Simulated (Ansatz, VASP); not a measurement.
# C in VASP and in Ansatz

INCAR

```
PREC     = Accurate       # precision mode
ENCUT    = 520            # plane-wave cutoff, eV
EDIFF    = 1E-7           # SCF threshold, eV
ISMEAR   = -1             # smearing method
SIGMA    = 0.02           # smearing width, eV
LREAL    = False          # projectors in reciprocal space
LASPH    = True           # aspherical terms in the spheres
NELM     = 60             # most SCF steps
ALGO     = Normal         # electronic algorithm
ISIF     = 2              # what is computed and relaxed
LWAVE    = False          # write WAVECAR
LCHARG   = True           # write CHGCAR
LDIPOL   = True         
IDIPOL   = 3            
DIPOL    = 0.5 0.5 0.500
GGA      = CA             # functional
LELF     = True           # ELF
LVHAR    = True         
LVACPOTAV= True         
NBANDS   = 16             # bands
```

KPOINTS

```
regular mesh
0
Gamma
  10 7 1
```

Contents of POSCAR:

```
C
1.0
    2.4973051744      0.0000000000      0.0000000000
    0.0000000000      3.5317228470      0.0000000000
    0.0000000000      0.0000000000     17.2487000000
C
4
Direct
    0.0000000000      0.3750000000      0.4638044436
    0.5000000000      0.1250000000      0.4638044436
    0.5000000000      0.8750000000      0.5361955564
    0.0000000000      0.6250000000      0.5361955564
```

Input for Ansatz:

```yaml
crystal:
  lattice:
    - [2.4973051744, 0.0, 0.0]
    - [0.0, 3.531722847, 0.0]
    - [0.0, 0.0, 17.2487]
  atoms:
    - { symbol: C, position: [0.0, 0.375, 0.4638044436] }
    - { symbol: C, position: [0.5, 0.125, 0.4638044436] }
    - { symbol: C, position: [0.5, 0.875, 0.5361955564] }
    - { symbol: C, position: [0.0, 0.625, 0.5361955564] }
kpoints:
  mp_grid: { grid: [10, 7, 1] }
scf:
  occupations: { method: fermi_dirac, width: 0.02 }
hamiltonian:
  xc: lda
  pseudopotentials: { kind: paw }
output:
  forces: true
  stress: true
  eigenvalues: true
  populations: true
efield:
  axis: 3
  amplitude: 0
  dipole_correction: true
```

Alike in both runs: task single point; functional LDA; k mesh 10 × 7 × 1; occupations fermi-dirac, width 0.02 eV; no spin polarisation.

|  | VASP | Ansatz |
| --- | --- | --- |
| version | VASP 6.6.1 | Ansatz 0.2.0 |
| potentials or method | VASP PAW LDA potentials, release 64 (C) | PAW with Ansatz's default frozen-core files, scalar-relativistic |
| plane-wave cutoff (eV) | 520 | 420 |
| valence electrons in the cell | 16 | 16 |

```csv
,VASP,Ansatz,Ansatz less VASP
rms of the force components (eV/Å),2.685,2.716,+0.0304
```

LDA's correlation is that of Perdew and Zunger in VASP and of Perdew and Wang (1992) in Ansatz. Atom by atom the forces differ by 0.032 eV/Å (rms over components).
